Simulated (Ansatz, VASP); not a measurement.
## One calculation of WC, two programs

```
W C
1.0
     0.00000    2.17269    2.17269
     2.12923    0.00000    2.17269
     2.12923    2.17269    0.00000
W C
1 1
Direct
  0.00000 0.00000 0.00000
  0.50000 0.50000 0.50000
```

Change from the starting cell: strain -0.0200 x Voigt [1, 0, 0, 0, 0, 0], atoms carried along.

Alike in both runs: task single point; functional PBEsol; k mesh 24 × 24 × 24; occupations gaussian, width 0.15 eV; no spin polarisation.

```csv
,VASP,Ansatz
version,VASP 6.6.1,Ansatz 0.2.0
potentials or method,"VASP PAW PBE potentials, release 64 (W_sv, C), cutoff 520 eV","scalar-relativistic, plane waves, PAW"
valence electrons in the cell,18,18
```

VASP gave:

```
gap on the k mesh at the Fermi level (eV)                     : none
pressure (GPa)                                                : 9.8
traceless stress, the component that is largest in VASP (GPa) : 9.59
```

Estimate Ansatz's values.

gap on the k mesh at the Fermi level (eV): none; pressure (GPa): 8.6; traceless stress, the component that is largest in VASP (GPa): 9.53.

VASP's potentials were made for PBE, not for PBEsol. A gap of «none» marks a metal or a gap that the smearing closes. With one functional, cell and mesh, what is left measures potentials, basis and numerics.

Spin-orbit coupling is off throughout.
